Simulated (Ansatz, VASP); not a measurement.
One calculation of Zr2H3, two programs

File INCAR:

```
PREC = Accurate
ENCUT = 600
EDIFF = 1E-6
ISMEAR = 0
SIGMA = 0.1
LREAL = F
LASPH = T
NELM = 60
ALGO = Normal
ISIF = 3
LWAVE = F
LCHARG = F
GGA = PE
IBRION = 2
NSW = 90
EDIFFG = -0.04
```

The input KPOINTS:

```
regular mesh
0
Gamma
  6 6 6
```

POSCAR

```
Zr2H3
1.0
    1.4739448036      0.8509824291      6.8324818316
   -1.4739448036      0.8509824291      6.8324818316
    0.0000000000     -1.7019648583      6.8324818316
Zr H
2 3
Direct
    0.4000000000      0.4000000000      0.4000000000
    0.6000000000      0.6000000000      0.6000000000
    0.0000000000      0.0000000000      0.0000000000
    0.2095000000      0.2095000000      0.2095000000
    0.7905000000      0.7905000000      0.7905000000
```

Input for Ansatz:

```yaml
crystal:
  lattice:
    - [1.4739448036, 0.8509824291, 6.8324818316]
    - [-1.4739448036, 0.8509824291, 6.8324818316]
    - [0.0, -1.7019648583, 6.8324818316]
  atoms:
    - { symbol: Zr, position: [0.4, 0.4, 0.4] }
    - { symbol: Zr, position: [0.6, 0.6, 0.6] }
    - { symbol: H, position: [0.0, 0.0, 0.0] }
    - { symbol: H, position: [0.2095, 0.2095, 0.2095] }
    - { symbol: H, position: [0.7905, 0.7905, 0.7905] }
basis:
  ecutwfc: 420
kpoints:
  mp_grid: { grid: [6, 6, 6] }
hamiltonian:
  xc: pbe
scf:
  occupations: { method: gaussian, width: 0.1 }
  lower_state_search: "off"
output:
  forces: true
  stress: true
  eigenvalues: true
relax:
  adjacent_minimum: "off"
  f_tol: 0.04
  max_steps: 70
  cell: { stress_tol: 0.4 }
```

Alike in both runs: task relaxation of cell and atoms; functional PBE; k mesh 6 × 6 × 6; occupations gaussian, width 0.1 eV; no spin polarisation.

|  | VASP | Ansatz |
| --- | --- | --- |
| version | VASP 6.6.1 | Ansatz 0.2.0 |
| potentials or method | VASP PAW PBE potentials, release 64 (Zr_sv, H), cutoff 600 eV | scalar-relativistic, plane waves, PAW |
| valence electrons in the cell | 27 | 27 |

|  | VASP | Ansatz | Ansatz less VASP |
| --- | --- | --- | --- |
| gap on the k mesh at the Fermi level, each at its own relaxed structure (eV) | none | none | - |
| relaxed volume (Å³/atom) | 12.67 | 12.47 | -0.193 |
| relaxed cell length with the largest relative difference (Å) | 7.632 | 7.504 | -0.1282 |

A gap of «none» marks a metal or a gap that the smearing closes.

The k mesh is coarse, so the values compare programs but aren't converged. Noted on VASP's run: the volume moved by over 15 % at a fixed basis, so the end points are rough.
